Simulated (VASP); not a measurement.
The system is Sb.

```
CELL_PARAMETERS angstrom
3.08988 0.00000 0.00000
0.00000 3.08988 0.00000
0.00000 0.00000 3.20534
ATOMIC_POSITIONS crystal
Sb 0.00000 0.00000 0.50000
```

| Item | Value |
| --- | --- |
| Program | VASP 6.6.1 |
| Task | relaxation of cell and atoms |
| Functional | PBE |
| Potentials or basis | VASP PAW PBE potentials, release 64 (Sb) |
| Cutoff | 600 eV |
| k mesh | 18 × 18 × 18 |
| Occupations | gaussian, width 0.1 eV |
| Spin | no spin polarisation |

At the start: pressure -0.9 GPa; volume 30.60 Å³/atom.

Problem. Where does the relaxation end?

Solution. Over 5 steps the energy falls by 10.6 meV/atom and the volume is 30.04 Å³/atom (-1.8 %); space group Pm-3m (No. 221, to 0.05 Å).

Step by step:
```csv
step,energy change (eV),largest force (eV/Å),pressure (GPa),volume (Å³)
1,0.0000,0.0000,-0.90,30.60
2,-0.0103,0.0000,0.41,29.84
3,-0.0103,0.0000,0.37,29.86
4,-0.0106,0.0000,-0.13,30.12
5,-0.0106,0.0000,0.01,30.04
```

Final structure:
```yaml
crystal:
  lattice:
    - [3.10896, 0.00000, 0.00000]
    - [0.00000, 3.10896, 0.00000]
    - [0.00000, 0.00000, 3.10833]
  atoms:
    - { symbol: Sb, position: [0.00000, 0.00000, 0.50000] }
```
